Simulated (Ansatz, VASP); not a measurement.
## Ti3Al3Cu2 in VASP and in Ansatz

```
Ti Al Cu
1.0
     2.84840    0.00000    0.00000
     0.00000    2.84840    0.00000
     0.00000    0.00000   14.81848
Ti Al Cu
3 3 2
Direct
  0.00000 0.00000 0.72938
  0.00000 0.00000 0.27062
  0.00000 0.00000 0.00000
  0.50000 0.50000 0.86315
  0.50000 0.50000 0.13685
  0.00000 0.00000 0.50000
  0.50000 0.50000 0.60603
  0.50000 0.50000 0.39397
```

Alike in both runs: task single point; functional PBE; k mesh 6 × 6 × 2; occupations gaussian, width 0.1 eV; collinear spin.

|  | VASP | Ansatz |
| --- | --- | --- |
| version | VASP 6.6.1 | Ansatz 0.2.0 |
| potentials or method | VASP PAW PBE potentials, release 64 (Ti_sv, Al, Cu), cutoff 520 eV | scalar-relativistic, plane waves, PAW |
| valence electrons in the cell | 67 | 83 |

|  | VASP | Ansatz | Ansatz less VASP |
| --- | --- | --- | --- |
| gap on the k mesh at the Fermi level (eV) | none | none | - |
| pressure (GPa) | 0.1 | 0.0 | -0.06 |
| traceless stress, the component that is largest in VASP (GPa) | -0.30 | -0.33 | -0.033 |
| rms of the force components (eV/Å) | 0.032 | 0.031 | -0.0015 |
| net moment per atom (μB) | 0.00 | 0.00 | 0.000 |

Atom by atom the forces differ by 0.006 eV/Å (rms over components). A gap of «none» marks a metal or a gap that the smearing closes. With one functional, cell and mesh, what is left measures potentials, basis and numerics. VASP's potentials hold 67 valence electrons a cell and Ansatz's 83, so a difference there can come from the potentials and not from the codes. Ansatz's warnings: seeded moment not kept.

The k mesh is coarse, so the values compare programs but aren't converged.
